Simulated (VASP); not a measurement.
# Si (P6/mmm) in VASP: further runs

Runs on Si. Level: LDA. Tasks: single point.

All numbers are computed with VASP 6.6.1; they aren't measurements. Logs are shortened: lines on timing, memory, paths and dates and some standing lists are left out, and cuts for length are marked.

### 1 The cell of the first run

Symmetry: P6/mmm, No. 191, hexagonal system. Conventional cell: a = 2.510 Å, b = 2.510 Å, c = 2.405 Å, α = 90.00°, β = 90.00°, γ = 120.00°. Within 3.2 Å of Si (site symmetry 6/mmm) lie 8 Si at 2.40 to 2.51 Å.

### 2 Single point, LDA

INCAR

```
ALGO = Normal ; EDIFF = 1E-6
ENCUT = 500 ; GGA_COMPAT = F
ISIF = 2 ; ISMEAR = 1
LASPH = T ; LCHARG = T
LELF = T ; LREAL = F
LVHAR = T ; LWAVE = F
NBANDS = 8 ; NELM = 120
PREC = Accurate ; SIGMA = 0.1
```

KPOINTS

```
k-points
0
Gamma
  14 14 13
```

POSCAR

```
Si
1.0
    2.5103745187      0.0000000000      0.0000000000
   -1.2551872593      2.1740479121      0.0000000000
    0.0000000000      0.0000000000      2.4045354600
Si
1
Direct
    0.0000000000      0.0000000000      0.0000000000
```

Potentials or basis: VASP PAW LDA potentials, release 64 (Si).

Launch:

```console
> cat potpaw_LDA.64/Si/POTCAR > POTCAR
> mpirun -np 1 vasp_std > vasp.out
```

OUTCAR:

```text
EDIFF = 1E-6
   ENCUT = 500
   ISIF = 2
   ISMEAR = 1
   LASPH = T
   LREAL = F
   NELM = 120
   PREC = Accurate

 ion  position               nearest neighbor table
   1  0.000  0.000  0.000-

  LATTYP: Found a hexagonal cell.
 ALAT       =     2.5103745187
 C/A-ratio  =     0.9578393352

  Lattice vectors:

 A1 = (   2.5103745187,   0.0000000000,   0.0000000000)
 A2 = (  -1.2551872593,   2.1740479121,   0.0000000000)
 A3 = (   0.0000000000,   0.0000000000,   2.4045354600)

Analysis of symmetry for initial positions (statically):
=====================================================================
 Subroutine PRICEL returns:
 Original cell was already a primitive cell.

 Routine SETGRP: Setting up the symmetry group for a
 hexagonal supercell.

 Subroutine GETGRP returns: Found 24 space group operations
 (whereof 24 operations were pure point group operations)
 out of a pool of 24 trial point group operations.

The static configuration has the point symmetry D_6h.

Analysis of symmetry for dynamics (positions and initial velocities):
=====================================================================
 Subroutine PRICEL returns:
 Original cell was already a primitive cell.

 Routine SETGRP: Setting up the symmetry group for a
 hexagonal supercell.

 Subroutine GETGRP returns: Found 24 space group operations
 (whereof 24 operations were pure point group operations)
 out of a pool of 24 trial point group operations.

The dynamic configuration has the point symmetry D_6h.

 Subroutine INISYM returns: Found 24 space group operations
 (whereof 24 operations are pure point group operations),
 and found     1 'primitive' translations

----------------------------------------------------------------------------------------

                                     Primitive cell

  volume of cell :      13.1232

  direct lattice vectors                    reciprocal lattice vectors
     2.510374519  0.000000000  0.000000000     0.398346937  0.229985732  0.000000000
    -1.255187259  2.174047912  0.000000000     0.000000000  0.459971464  0.000000000
     0.000000000  0.000000000  2.404535460     0.000000000  0.000000000  0.415880746

  length of vectors
     2.510374519  2.510374351  2.404535460     0.459971433  0.459971464  0.415880746

  position of ions in fractional coordinates (direct lattice)
     0.000000000  0.000000000  0.000000000

[... 70 lines left out ...]
   LNONCOLLINEAR =      F non collinear calculations
   LSORBIT =      F    spin-orbit coupling
   LASPH  =      T    aspherical Exc in radial PAW
   ENCUT  =  500.0 eV  36.75 Ry    6.06 a.u.   4.58  4.58  4.38*2*pi/ulx,y,z
   NELM   =    120;   NELMIN=  2; NELMDL= -5     # of ELM steps
   EDIFF  = 0.1E-05   stopping-criterion for ELM
   LREAL  =      F    real-space projection
   EDIFFG = 0.1E-04   stopping-criterion for IOM
   NSW    =      0    number of steps for IOM
   IBRION =     -1    ionic relax: 0-MD 1-quasi-New 2-CG
   NFREE  =      0    steps in history (QN), initial steepest desc. (CG)
   ISIF   =      2    stress and relaxation
   ISYM   =      2    0-nonsym 1-usesym 2-fastsym
   POTIM  = 0.5000    time-step for ionic-motion
   TEBEG  =    0.0;   TEEND  =   0.0 temperature during run
   PSTRESS=    0.0 pullay stress
   NELECT =       4.0000    total number of electrons
   NUPDOWN=      -1.0000    fix difference up-down
   EMIN   =  10.00;   EMAX   =-10.00  energy-range for DOS
   EFERMI =   0.00;   METHOD = LEGACY
   ISMEAR =     1;   SIGMA  =   0.10  broadening in eV -4-tet -1-fermi 0-gaus
   EFERMI_NEDOS =   21; number of points for ismear=-14 and -15
   IALGO  =     38    algorithm
   IMIX   =      4    mixing-type and parameters
     AMIX     =   0.40;   BMIX     =  1.00
     AMIX_MAG =   1.60;   BMIX_MAG =  1.00
  volume/ion in A,a.u.               =      13.12        88.56
  Fermi-wavevector in a.u.,A,eV,Ry     =   1.101747  2.082000 16.515385  1.213847
  Thomas-Fermi vector in A             =   2.238179
   LORBIT       =      0    0 simple, 1 ext, 2 COOP (PROOUT), +10 PAW based schemes
   GGA     = CA    functional components
   LHFCALC =     F    Hartree Fock is set to
   AEXX    =    0.0000 exact exchange contribution
   IVDW    =     0    specifies the selected vdW correction
   LEPSILON=     F    determine dielectric tensor
   LRPA    =     F    only Hartree local field effects (RPA)
 non-spin polarized calculation
 Methfessel and Paxton  Order N= 1 SIGMA  =   0.10
  energy-cutoff  :      500.00
  volume of cell :       13.12
 maximum number of plane-waves:       351
   NGX =  9   NGY =  9   NGZ =  9

 number of electron       4.0000000 magnetization

 Free energy of the ion-electron system (eV)
  ---------------------------------------------------
  ext. energy  EPLUGINS =         0.00000000
  ---------------------------------------------------
  free energy    TOTEN  =        -5.67098814 eV

  energy without entropy =       -5.67082927  energy(sigma->0) =       -5.67093518

 E-fermi :  11.2345     XC(G=0): -11.6010

 val. band max:       11.2270178549   @ k =   0.3571   0.1429   0.4615
 cond. band min:      11.2641961197   @ k =   0.4286  -0.0000   0.3846
 fundamental gap:      0.0371782647
 Fermi energy:        11.2345384776

 k-point     1 :       0.0000    0.0000    0.0000
  band No.  band energies     occupation
      1      -3.9490      2.00000
      2      18.5738      0.00000
      3      19.3308      0.00000
      4      23.0293      0.00000
      5      23.0293      0.00000
      6      24.0732      0.00000
      7      24.0732      0.00000
      8      29.9000      0.00000
[... 243 lines left out ...]
 k-point    24 :       0.3571    0.2857    0.0000
  band No.  band energies     occupation
      1       5.1892      2.00000
      2       5.4615      2.00000
      3       7.4072      2.00000
      4      26.0768      0.00000
      5      27.2381      0.00000
      6      28.2258      0.00000
      7      29.7312      0.00000
      8      31.7198      0.00000

 [... further k-points ...]
[... 5 lines left out ...]
  --------------------------------------------------------------------------------------
  -------------------------------------------------------------------------------------
  Total        1.3702342      1.3702339      1.0186518      0.0000000      0.0000000      0.0000000
  in kB      167.2886827    167.2886529    124.3648165      0.0000000      0.0000000      0.0000000
  external PRESSURE =     152.9807174 kB  Pullay stress =       0.0000000 kB

 VOLUME and BASIS-vectors are now :
 -----------------------------------------------------------------------------
  energy-cutoff  :      500.00
  volume of cell :       13.12
      direct lattice vectors                 reciprocal lattice vectors
     2.510374519  0.000000000  0.000000000     0.398346937  0.229985732  0.000000000
    -1.255187259  2.174047912  0.000000000     0.000000000  0.459971464  0.000000000
     0.000000000  0.000000000  2.404535460     0.000000000  0.000000000  0.415880746

 POSITION                                       TOTAL-FORCE (eV/Angst)
 -----------------------------------------------------------------------------------
      0.00000      0.00000      0.00000         0.000000      0.000000      0.000000
 -----------------------------------------------------------------------------------
    total drift:                               -0.000000      0.000000      0.000000

  FREE ENERGIE OF THE ION-ELECTRON SYSTEM (eV)
  ---------------------------------------------------
  free  energy   TOTEN  =        -5.6709881374 eV

  energy  without entropy=       -5.6708292710  energy(sigma->0) =       -5.67093518
```

stdout:

```text
POSCAR found type information on POSCAR Si
 POSCAR found :  1 types and       1 ions
 scaLAPACK will be used
 LDA part: xc-table for (Slater(with rela. corr.)+CA(PZ))
 , standard interpolation
 POSCAR, INCAR and KPOINTS ok, starting setup
 FFT: planning ... GRIDC
 FFT: planning ... GRID_SOFT
 FFT: planning ... GRID
 WAVECAR not read
 entering main loop
```

Run time: 16 s. Hardware: 1 thread of Intel Xeon 8259CL, shared host; peak memory 0.12 GiB.

Results:

| Quantity | Value |
| --- | --- |
| Free energy | -5.6710 eV |
| Pressure | 15.3 GPa |
| Band gap on the k mesh | zero (band 2 reaches 18.57 eV, above the bottom of band 3 at 7.41 eV) |

### 3 Single point, LDA

INCAR

```
SYSTEM = Si
  ALGO = Normal
  EDIFF = 1E-6
  ENCUT = 500
  GGA = CA
  GGA_COMPAT = .False.
  ISIF = 2
  ISMEAR = 1
  LASPH = .True.
  LCHARG = .True.
  LELF = .True.
  LREAL = .False.
  LVHAR = .True.
  LWAVE = .False.
  NBANDS = 8
  NELM = 120
  PREC = Accurate
  SIGMA = 0.1
```

KPOINTS

```
k-points
0
Gamma
  14 14 13
  0 0 0
```

POSCAR

```
Si
1.0
    2.4941781031      0.0000000000      0.0000000000
   -1.2470890516      2.1600214061      0.0000000000
    0.0000000000      0.0000000000      2.4358654627
Si
1
Direct
    0.0000000000      0.0000000000      0.0000000000
```

Potentials or basis: VASP PAW LDA potentials, release 64 (Si).

Launch:

```console
> cat potpaw_LDA.64/Si/POTCAR > POTCAR
> mpirun -np 1 vasp_std > vasp.out
```

Wall time 16 s (1 thread of Intel Xeon 8259CL, shared host); peak memory 0.12 GiB.

It converged, with:

* Free energy: -5.6617 eV
* Pressure: 15.4 GPa
* Band gap on the k mesh: zero (band 2 reaches 18.33 eV, above the bottom of band 3 at 7.52 eV)

Stress tensor (GPa, compression positive):
```
19.42  0.00  0.00
 0.00 19.42  0.00
 0.00  0.00  7.34
```

Levels at points of the mesh, in eV from the Fermi level:
```
           k point  band 1  band 2  band 3  band 4  band 5
(0.00, 0.00, 0.00)  -15.13    7.16    7.52   12.27   12.27
(0.50, 0.00, 0.00)   -7.63   -7.46    6.16    6.93   13.32
```

### 4 Single point, LDA

This run uses another cell than the first one, of the same volume but with other edges.

INCAR

```
ALGO = Normal
EDIFF = 1E-6
ENCUT = 500
GGA = CA
GGA_COMPAT = False
ISIF = 2
ISMEAR = 1
LASPH = True
LCHARG = True
LELF = True
LREAL = False
LVHAR = True
LWAVE = False
NBANDS = 8
NELM = 120
PREC = Accurate
SIGMA = 0.1
```

KPOINTS

```
k-points
0
Gamma
  14 14 13
```

POSCAR

```
Si
1.0
    2.4783917429      0.0000000000      0.0000000000
   -1.2391958714      2.1463500182      0.0000000000
    0.0000000000      0.0000000000      2.4669952600
Si
1
Direct
    0.0000000000      0.0000000000      0.0000000000
```

Launch:

```console
> cat potpaw_LDA.64/Si/POTCAR > POTCAR
> mpirun -np 1 vasp_std > vasp.out
```

It took 15 s on 1 thread of Intel Xeon 8259CL, shared host; peak memory 0.12 GiB.

It converged, with:

```yaml
Free_energy: -5.6452 eV
Pressure: 15.5 GPa
Band_gap_on_the_k_mesh: zero (band 2 reaches 18.07 eV, above the bottom of band 3 at 7.64 eV)
```

Stress tensor (GPa, compression positive):
```
21.44  0.00  0.00
 0.00 21.44  0.00
 0.00  0.00  3.49
```

Levels at points of the mesh, in eV from the Fermi level:
```tsv
k point	band 1	band 2	band 3	band 4	band 5	band 6	band 7
(0.00, 0.00, 0.00)	-15.15	6.90	6.91	12.67	12.67	13.32	13.32
(0.50, 0.00, 0.00)	-7.50	-7.45	6.42	7.08	12.85	14.27	18.11
```

### 5 The runs side by side

```tsv
cell	gap on the mesh (eV)	pressure (GPa)
a = 2.510, b = 2.510, c = 2.405 Å, angles 90.0, 90.0, 120.0°, 1 atom	none	15.3
a = 2.494, b = 2.494, c = 2.436 Å, angles 90.0, 90.0, 120.0°, 1 atom	none	15.4
a = 2.478, b = 2.478, c = 2.467 Å, angles 90.0, 90.0, 120.0°, 1 atom	none	15.5
```

Alike in all rows: task single point; level LDA; potentials or basis VASP PAW LDA potentials, release 64 (Si); no spin polarisation; k mesh 14 × 14 × 13; cutoff (eV) 500; smearing methfessel-paxton 0.1 eV.

Absolute energies hang on the potentials; compare differences alone.
